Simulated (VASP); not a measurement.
Here is a VASP 6.6.1 calculation.

The input INCAR:

```
SYSTEM = Cr
ALGO = Normal ; EDIFF = 1E-6
ENCUT = 520 ; GGA = PE
ISIF = 2 ; ISMEAR = 0
LASPH = .True. ; LCHARG = .False.
LREAL = .False. ; LWAVE = .False.
NBANDS = 12 ; NELM = 80
PREC = Accurate ; SIGMA = 0.1
```

KPOINTS

```
k-points
0
Gamma
  12 12 24
  0 0 0
```

Contents of POSCAR:

```
Cr
1.0
    2.8478300082      0.0000000000      0.0000000000
    0.0000000000      2.8478300082      0.0000000000
    1.4239150041     -1.4239150041      1.4239150041
Cr
1
Direct
    0.0000000000      0.0000000000      0.0000000000
```

Potentials or basis: VASP PAW PBE potentials, release 64 (Cr_pv).

Launch:

```bash
$ cat potpaw_PBE.64/Cr_pv/POTCAR > POTCAR
$ mpirun -np 1 vasp_std > vasp.out
```

Q: Estimate the band gap on the k mesh.

A: Zero (bands 6 and 7 overlap by 3.36 eV).

Q: Estimate the pressure.

A: -0.5 GPa.

Caveat: an empty level that is flat over the whole mesh can mark a ghost state of the potentials, or a narrow d or f band; the run has no spin polarisation, though such a crystal can be magnetic. Spin polarisation is off, so any magnetic state and its effect on volume and gap are missing.
